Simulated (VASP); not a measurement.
Input of a VASP 6.6.1 run:

Contents of INCAR:

```
  PREC = Accurate
  ENCUT = 600
  EDIFF = 1E-6
  ISMEAR = 0
  SIGMA = 0.1
  LREAL = F
  LASPH = T
  NELM = 100
  ALGO = Normal
  ISIF = 3
  LWAVE = F
  LCHARG = F
  GGA = PE
  IBRION = 2
  NSW = 100
  EDIFFG = -0.01
```

File KPOINTS:

```
Automatic mesh
0
Gamma
  18 18 4
```

The input POSCAR:

```
Li5Os
1.0
    2.7176001623      0.0000000000      0.0000000000
   -1.3588000811      2.3535107779      0.0000000000
    0.0000000000      0.0000000000     14.8210661195
Li Os
5 1
Direct
    0.0000000000      0.0000000000      0.6722664275
    0.3333333333      0.6666666667      0.8511120987
    0.3333333333      0.6666666667      0.1488879013
    0.0000000000      0.0000000000      0.3277335725
    0.6666666667      0.3333333333      0.5000000000
    0.6666666667      0.3333333333      0.0000000000
```

Potentials or basis: VASP PAW PBE potentials, release 64 (Li_sv, Os).

The run is started by

```bash
$ cat potpaw_PBE.64/Li_sv/POTCAR potpaw_PBE.64/Os/POTCAR > POTCAR
$ mpirun -np 1 vasp_std > vasp.out
```

Question: What does it give for the relaxed cell?

Answer: a = 2.718 Å, b = 2.718 Å, c = 14.777 Å, α = 90.00°, β = 90.00°, γ = 120.00°.

Question: Estimate the space group after relaxing (to 0.05 Å).

Answer: P-6m2 (No. 187).

Final structure:
```
Li Os
1.0
     2.71777    0.00000    0.00000
    -1.35889    2.35366    0.00000
     0.00000    0.00000   14.77710
Li Os
5 1
Direct
  0.00000 0.00000 0.67233
  0.33333 0.66667 0.85121
  0.33333 0.66667 0.14879
  0.00000 0.00000 0.32767
  0.66667 0.33333 0.50000
  0.66667 0.33333 0.00000
```
